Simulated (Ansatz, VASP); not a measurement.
## BaTe in VASP and in Ansatz

```
Ba Te
1.0
     0.00000    3.36391    3.36391
     3.36391    0.00000    3.36391
     3.36391    3.36391    0.00000
Ba Te
1 1
Direct
  0.00000 0.00000 0.00000
  0.50000 0.50000 0.50000
```

Change from the starting cell: volume scaled by 0.96.

Alike in both runs: task single point; functional LDA; k mesh 7 × 7 × 7; occupations fermi-dirac, width 0.05 eV; no spin polarisation.

```csv
,VASP,Ansatz
version,VASP 6.6.1,Ansatz 0.2.0
potentials or method,"VASP PAW LDA potentials, release 64 (Ba_sv, Te), cutoff 520 eV","all-electron LAPW, scalar-relativistic"
```

VASP gave:

- gap on the k mesh at the Fermi level (eV): 1.15
- least direct gap on the mesh (eV): 1.53
- pressure (GPa): 3.0

Task: Estimate Ansatz's values.

Result: gap on the k mesh at the Fermi level (eV): 1.27; least direct gap on the mesh (eV): 1.60; pressure (GPa): 2.5.

LDA's correlation is that of Perdew and Zunger in VASP and of Perdew and Wang (1992) in Ansatz. Ansatz ran all-electron here, and VASP with PAW potentials.

Neither program's run includes spin-orbit coupling.
